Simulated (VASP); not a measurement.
# Al16NO22 (a cell with a defect) in VASP: single point with PBE+D3(BJ)

Aim: the single point of Al16NO22 (a cell with a defect) with PBE+D3(BJ).

All numbers are computed with VASP 6.6.1; they aren't measurements. Logs are shortened: lines on timing, memory, paths and dates and some standing lists are left out, and cuts for length are marked.

## (1) The cell of the first run

The cell holds a defect, 39 atoms: a = 7.064 Å, b = 7.064 Å, c = 7.064 Å, α = 85.72°, β = 85.72°, γ = 85.72°.

## (2) Single point, PBE+D3(BJ)

Contents of INCAR:

```
PREC = Accurate
ENCUT = 520
EDIFF = 1E-7
ISMEAR = 0
SIGMA = 0.05
LREAL = Auto
LASPH = T
NELM = 100
ALGO = Normal
ISIF = 2
LWAVE = F
LCHARG = F
GGA = PE
IVDW = 12
NBANDS = 118
NELECT = 184.0
```

Contents of KPOINTS:

```
Automatic mesh
0
Gamma
  2 2 2
```

Contents of POSCAR:

```
Al16NO22
1.0
   -4.8050270000     -2.7741840000      4.3720840000
    4.8050270000     -2.7741840000      4.3720840000
    0.0000000000      5.5483680000      4.3720840000
Al O N
16 22 1
Direct
    0.1452670274      0.1480083231      0.1522899680
    0.3546629498      0.3468744400      0.3511619637
    0.6390575071      0.6321372546      0.6401825129
    0.8608645093      0.8589592131      0.8670289090
    0.6406628760      0.6455970835      0.1444433389
    0.8260935022      0.8623163996      0.3631220450
    0.1535870676      0.1521760454      0.6455857174
    0.3600921136      0.3413941958      0.8563579589
    0.6738476292      0.1360387886      0.6368465361
    0.8592570613      0.3547250368      0.8535705838
    0.1398378742      0.6428040386      0.1577730014
    0.3463334132      0.8535844650      0.3469899580
    0.1750752910      0.6353039224      0.6512441222
    0.3248413395      0.8479216468      0.8638641691
    0.6462638871      0.1535180607      0.1432911954
    0.8536655315      0.3558758208      0.3456458308
    0.4074092597      0.5975994501      0.7572325921
    0.4119489333      0.2419844357      0.5975675170
    0.5805775088      0.7380386428      0.3894233097
    0.7593855053      0.4044886442      0.5938409355
    0.2448312246      0.5941576696      0.4056269458
    0.5920093772      0.4038647528      0.2424758194
    0.9193412105      0.1097395162      0.7611305318
    0.0990105501      0.2500057474      0.4036533676
    0.2499607029      0.8965518667      0.6026164498
    0.7499658007      0.1152467866      0.3839166609
    0.0879821645      0.9016009017      0.2571775176
    0.8982400689      0.6041670075      0.2642181760
    0.9079199367      0.2566944598      0.0953014697
    0.0925169394      0.7419266097      0.9015715870
    0.2499656372      0.4025581200      0.0966073207
    0.7499613195      0.5900498351      0.9091212957
    0.1054064400      0.4068016247      0.7479045041
    0.4009180069      0.0955138958      0.2491612744
    0.3945178313      0.7512613001      0.0923626792
    0.6016878790      0.2349513342      0.8950015787
    0.7405397492      0.9053234227      0.0946738352
    0.2550940817      0.0935401508      0.9050081952
    0.7499876393      0.8558401142      0.6432982925
```

Potentials or basis: VASP PAW PBE potentials, release 64 (Al, O, N).

Command:

```
> cat potpaw_PBE.64/Al/POTCAR potpaw_PBE.64/O/POTCAR potpaw_PBE.64/N/POTCAR > POTCAR
> mpirun -np 1 vasp_std > vasp.out
```

OUTCAR:

```text
PREC = Accurate
   ENCUT = 520
   EDIFF = 1E-7
   ISMEAR = 0
   LREAL = Auto
   LASPH = T
   NELM = 100
   ISIF = 2
   GGA = PE
   IVDW = 12
   NELECT = 184.0
 IVDW          = 12

 ion  position               nearest neighbor table
   1  0.145  0.148  0.152-  29 1.85  27 1.90  38 1.91  24 1.96  34 1.98  31 2.00   2 2.66  12 2.77
                            16 2.77   8 2.82  14 3.18  10 3.23   6 3.33
   2  0.355  0.347  0.351-  22 1.85  18 1.90  21 1.91  34 1.96  24 1.98  31 2.00   1 2.66   7 2.77
                            15 2.77  11 2.82  13 3.18   5 3.23   9 3.33
   3  0.639  0.632  0.640-  17 1.80  20 1.80  39 1.82  19 1.93  32 2.10   6 2.77  10 2.83   4 2.95
                            14 3.01   8 3.18  16 3.18  12 3.27  13 3.27
   4  0.861  0.859  0.867-  30 1.80  37 1.80  39 1.82  23 1.93  32 2.10   9 2.77   5 2.83   3 2.95
                            13 3.01  11 3.18  15 3.18   7 3.27  14 3.27
   5  0.641  0.646  0.144-  32 1.84  22 1.84  35 1.89  19 1.90  37 2.01  28 2.06   6 2.72  16 2.81
                            12 2.82   4 2.83   2 3.23  10 3.24  14 3.27
   6  0.826  0.862  0.363-  26 1.84  27 1.97  19 1.99  39 2.01  28 2.02  37 2.03   5 2.72   3 2.77
                            15 2.77   9 2.93  11 2.96   1 3.33
   7  0.154  0.152  0.646-  23 1.82  24 1.85  25 1.92  18 1.97  33 1.98  38 2.02   8 2.65   2 2.77
                            14 2.80  10 2.82  12 3.25   4 3.27  16 3.29
   8  0.360  0.341  0.856-  36 1.84  31 1.88  17 1.93  38 1.95  18 2.01  33 2.02   7 2.65  13 2.75
                             1 2.82   9 2.96  15 3.13   3 3.18  11 3.34
   9  0.674  0.136  0.637-  26 1.84  18 1.97  23 1.99  39 2.01  36 2.02  20 2.03  10 2.72   4 2.77
                            16 2.77   6 2.93   8 2.96   2 3.33
  10  0.859  0.355  0.854-  32 1.84  29 1.84  33 1.89  23 1.90  20 2.01  36 2.06   9 2.72  15 2.81
                             7 2.82   3 2.83   1 3.23   5 3.24  13 3.27
  11  0.140  0.643  0.158-  28 1.84  31 1.88  30 1.93  21 1.95  27 2.01  35 2.02  12 2.65  14 2.75
                             2 2.82   6 2.96  16 3.12   4 3.18   8 3.34
[... 31 lines left out ...]
  38  0.255  0.094  0.905-  14 1.81   1 1.91   8 1.95   7 2.02
  39  0.750  0.856  0.643-   4 1.82   3 1.82   6 2.01   9 2.01

  LATTYP: Found a trigonal (rhomboedric) cell.
 ALAT       =     7.0639582365
 COS(alpha) =     0.0746084541

  Lattice vectors:

 A1 = (  -4.8050270000,  -2.7741840000,   4.3720840000)
 A2 = (   4.8050270000,  -2.7741840000,   4.3720840000)
 A3 = (   0.0000000000,   5.5483680000,   4.3720840000)

Analysis of symmetry for initial positions (statically):
=====================================================================
 Subroutine PRICEL returns:
 Original cell was already a primitive cell.

 Routine SETGRP: Setting up the symmetry group for a
 trigonal (rhombohedral) supercell.

 Subroutine GETGRP returns: Found  1 space group operations
 (whereof  1 operations were pure point group operations)
 out of a pool of 12 trial point group operations.

The static configuration has the point symmetry C_1 .

Analysis of symmetry for dynamics (positions and initial velocities):
=====================================================================
 Subroutine PRICEL returns:
 Original cell was already a primitive cell.

 Routine SETGRP: Setting up the symmetry group for a
 trigonal (rhombohedral) supercell.

 Subroutine GETGRP returns: Found  1 space group operations
 (whereof  1 operations were pure point group operations)
 out of a pool of 12 trial point group operations.

The dynamic configuration has the point symmetry C_1 .

 Subroutine INISYM returns: Found  1 space group operations
 (whereof  1 operations are pure point group operations),
 and found     1 'primitive' translations

----------------------------------------------------------------------------------------

                                     Primitive cell

  volume of cell :     349.6800

  direct lattice vectors                    reciprocal lattice vectors
    -4.805027000 -2.774184000  4.372084000    -0.104057688 -0.060077726  0.076241292
     4.805027000 -2.774184000  4.372084000     0.104057688 -0.060077726  0.076241292
     0.000000000  5.548368000  4.372084000     0.000000000  0.120155452  0.076241292

  length of vectors
     7.063957803  7.063957803  7.063958236     0.142302741  0.142302741  0.142302731

  position of ions in fractional coordinates (direct lattice)
     0.145267027  0.148008323  0.152289968
     0.354662950  0.346874440  0.351161964
     0.639057507  0.632137255  0.640182513
     0.860864509  0.858959213  0.867028909
     0.640662876  0.645597084  0.144443339
     0.826093502  0.862316400  0.363122045
[... 31 lines left out ...]
     0.255094082  0.093540151  0.905008195
     0.749987639  0.855840114  0.643298292

  ion indices of the primitive-cell ions
   primitive index   ion index
                 1           1
                 2           2
                 3           3
                 4           4
                 5           5
                 6           6
[... 31 lines left out ...]
                38          38
                39          39

----------------------------------------------------------------------------------------

 KPOINTS: Automatic mesh

Automatic generation of k-mesh.
 Grid dimensions read from file:
 generate k-points for:    2    2    2

 Generating k-lattice:

  Cartesian coordinates                     Fractional coordinates (reciprocal lattice)
    -0.052028844 -0.030038863  0.038120646     0.500000000  0.000000000 -0.000000000
     0.052028844 -0.030038863  0.038120646     0.000000000  0.500000000 -0.000000000
     0.000000000  0.060077726  0.038120646    -0.000000000 -0.000000000  0.500000000

  Length of vectors
     0.071151371  0.071151371  0.071151366

  Shift w.r.t. Gamma in fractional coordinates (k-lattice)
     0.000000000  0.000000000  0.000000000

 Subroutine IBZKPT returns following result:
 ===========================================

 Found      8 irreducible k-points:

 Following reciprocal coordinates:
            Coordinates               Weight
  0.000000  0.000000  0.000000      1.000000
  0.500000  0.000000 -0.000000      1.000000
  0.000000  0.500000 -0.000000      1.000000
 -0.000000 -0.000000  0.500000      1.000000
  0.500000  0.500000 -0.000000      1.000000
  0.500000  0.000000  0.500000      1.000000
  0.000000  0.500000  0.500000      1.000000
  0.500000  0.500000  0.500000      1.000000
   k-points           NKPTS =      8   k-points in BZ     NKDIM =      8   number of bands    NBANDS=    118
   number of dos      NEDOS =    301   number of ions     NIONS =     39
   total plane-waves  NPLWV = 157464
   dimension x,y,z NGX =    54 NGY =   54 NGZ =   54
   dimension x,y,z NGXF=   108 NGYF=  108 NGZF=  108
   ions per type =              16  22   1
   NGX,Y,Z   is equivalent  to a cutoff of  12.71, 12.71, 12.71 a.u.
   NGXF,Y,Z  is equivalent  to a cutoff of  25.42, 25.42, 25.42 a.u.
 SYSTEM =  unknown system
   PREC   = accura    normal or accurate (medium, high low for compatibility)
   ISTART =      0    job   : 0-new  1-cont  2-samecut
   ICHARG =      2    charge: 1-file 2-atom 10-const
   ISPIN  =      1    spin polarized calculation?
   LNONCOLLINEAR =      F non collinear calculations
   LSORBIT =      F    spin-orbit coupling
   LASPH  =      T    aspherical Exc in radial PAW
   ENCUT  =  520.0 eV  38.22 Ry    6.18 a.u.  13.13 13.13 13.13*2*pi/ulx,y,z
   NELM   =    100;   NELMIN=  2; NELMDL= -5     # of ELM steps
   EDIFF  = 0.1E-06   stopping-criterion for ELM
   LREAL  =      T    real-space projection
   EDIFFG = 0.1E-05   stopping-criterion for IOM
   NSW    =      0    number of steps for IOM
   IBRION =     -1    ionic relax: 0-MD 1-quasi-New 2-CG
   NFREE  =      0    steps in history (QN), initial steepest desc. (CG)
   ISIF   =      2    stress and relaxation
   ISYM   =      2    0-nonsym 1-usesym 2-fastsym
   POTIM  = 0.5000    time-step for ionic-motion
   TEBEG  =    0.0;   TEEND  =   0.0 temperature during run
   PSTRESS=    0.0 pullay stress
   NELECT =     184.0000    total number of electrons
   NUPDOWN=      -1.0000    fix difference up-down
   EMIN   =  10.00;   EMAX   =-10.00  energy-range for DOS
   EFERMI =   0.00;   METHOD = LEGACY
   ISMEAR =     0;   SIGMA  =   0.05  broadening in eV -4-tet -1-fermi 0-gaus
   EFERMI_NEDOS =   21; number of points for ismear=-14 and -15
   IALGO  =     38    algorithm
   IMIX   =      4    mixing-type and parameters
     AMIX     =   0.40;   BMIX     =  1.00
     AMIX_MAG =   1.60;   BMIX_MAG =  1.00
  volume/ion in A,a.u.               =       8.97        60.51
  Fermi-wavevector in a.u.,A,eV,Ry     =   1.321672  2.497599 23.766901  1.746818
  Thomas-Fermi vector in A             =   2.451409
   LORBIT       =      0    0 simple, 1 ext, 2 COOP (PROOUT), +10 PAW based schemes
   GGA     = PE    functional components
   LHFCALC =     F    Hartree Fock is set to
   AEXX    =    0.0000 exact exchange contribution
   IVDW    =    12    specifies the selected vdW correction
   LEPSILON=     F    determine dielectric tensor
   LRPA    =     F    only Hartree local field effects (RPA)
 non-spin polarized calculation
 Gauss-broadening in eV      SIGMA  =   0.05
  energy-cutoff  :      520.00
  volume of cell :      349.68
 maximum number of plane-waves:      9428
 NGX is ok and might be reduce to    54
   NGX = 27   NGY = 27   NGZ = 27

 number of electron     184.0000003 magnetization

 Free energy of the ion-electron system (eV)
  ---------------------------------------------------
  ext. energy  EPLUGINS =         0.00000000
  ---------------------------------------------------
  free energy    TOTEN  =      -295.10394882 eV

  energy without entropy =     -295.10394882  energy(sigma->0) =     -295.10394882

 E-fermi :   6.9629     XC(G=0): -11.3731

 val. band max:        6.7179084539   @ k =   0.5000   0.5000   0.5000
 cond. band min:       9.7868099333   @ k =   0.0000   0.0000   0.0000
 fundamental gap:      3.0689014794
 Fermi energy:         6.9628657721

 k-point     1 :       0.0000    0.0000    0.0000
  band No.  band energies     occupation
      1     -13.3722      2.00000
      2     -12.5701      2.00000
      3     -12.2277      2.00000
      4     -12.0307      2.00000
      5     -11.9354      2.00000
      6     -11.6696      2.00000
[... 845 lines left out ...]
    103      15.0548      0.00000
    104      15.2367      0.00000
 [bands above 104 left out]

------------------------ aborting loop because EDIFF is reached ----------------------------------------

 Edisp (eV)   -9.00056

 E8    (eV) :    -3.4141

  FORCE on cell =-STRESS in cart. coord.  units (eV):
  Direction    XX          YY          ZZ          XY          YZ          ZX
  --------------------------------------------------------------------------------------
  -------------------------------------------------------------------------------------
  Total     -17.00466    -9.39756    -7.89430    -6.59315    -3.83718    -6.63292
  in kB     -77.91258   -43.05811   -36.17039   -30.20875   -17.58136   -30.39095
  external pressure =      -52.38 kB  Pullay stress =        0.00 kB

 VOLUME and BASIS-vectors are now :
 -----------------------------------------------------------------------------
  energy-cutoff  :      520.00
  volume of cell :      349.68
      direct lattice vectors                 reciprocal lattice vectors
    -4.805027000 -2.774184000  4.372084000    -0.104057688 -0.060077726  0.076241292
     4.805027000 -2.774184000  4.372084000     0.104057688 -0.060077726  0.076241292
     0.000000000  5.548368000  4.372084000     0.000000000  0.120155452  0.076241292

 POSITION                                       TOTAL-FORCE (eV/Angst)
 -----------------------------------------------------------------------------------
      0.01317      0.03136      1.94805         0.023219      0.007116      0.001362
     -0.03742      0.00218      4.60249        -0.017415     -0.015672     -0.001393
     -0.03325      0.02544      8.35670         0.013094      0.023759      0.004985
     -0.00915      0.03949     11.30994        -0.027758      0.001968     -0.004373
      0.02371     -2.76690      6.25515         0.044239     -0.000725     -0.018626
      0.17405     -2.66923      8.96947        -0.004709     -0.017564      0.001582
[... 31 lines left out ...]
     -0.77627      4.05414      5.48103        -0.002882      0.009573      0.010195
      0.50862     -0.88561      9.83337         0.007742     -0.012967      0.000426
 -----------------------------------------------------------------------------------
    total drift:                                0.007216     -0.028309     -0.000873

  FREE ENERGIE OF THE ION-ELECTRON SYSTEM (eV)
  ---------------------------------------------------
  free  energy   TOTEN  =      -304.1045107814 eV

  energy  without entropy=     -304.1045107814  energy(sigma->0) =     -304.10451078
```

It took 6 min on 1 thread of Oxide Virtual Turin-like, shared host; peak memory 0.46 GiB.

What came out:

| Item | Value |
| --- | --- |
| Free energy | -304.1045 eV |
| Largest force | 0.049 eV/Å |
| Dispersion energy per atom | -0.231 eV |

Forces in eV/Å, atoms in the order of the input:
```
Al   0.023  0.007  0.001
Al  -0.017 -0.016 -0.001
Al   0.013  0.024  0.005
Al  -0.028  0.002 -0.004
Al   0.044 -0.001 -0.019
Al  -0.005 -0.018  0.002
Al  -0.022 -0.006 -0.013
Al  -0.008  0.011  0.019
Al   0.018 -0.005 -0.006
Al  -0.021 -0.038  0.020
Al  -0.002  0.010 -0.021
Al   0.015  0.013  0.012
Al  -0.026  0.024 -0.014
Al  -0.006  0.034  0.015
Al  -0.015 -0.020 -0.002
Al   0.021  0.003  0.001
O   -0.034  0.030  0.019
O   -0.016 -0.016 -0.004
O    0.019  0.009  0.018
O    0.017 -0.025  0.027
O   -0.006  0.007 -0.010
O    0.011 -0.032 -0.007
O   -0.017 -0.012 -0.016
O    0.009 -0.003 -0.003
O   -0.012  0.020  0.000
O    0.002 -0.004  0.001
O    0.022  0.006  0.004
O    0.029 -0.003 -0.003
O    0.022 -0.027  0.007
O   -0.009  0.043 -0.018
O   -0.002  0.006  0.001
O   -0.001  0.003  0.001
O   -0.043  0.001 -0.015
O   -0.004 -0.009  0.002
O    0.020  0.038  0.012
O   -0.011 -0.025  0.003
O    0.014 -0.029 -0.024
O   -0.003  0.010  0.010
N    0.008 -0.013  0.000
```

Caveat: the k points lie up to 0.45 Å⁻¹ apart; the cell carries a net charge on a neutralising background, which shifts energy and pressure; the cell is charged against a uniform background, so pressure and absolute levels hang on convention.
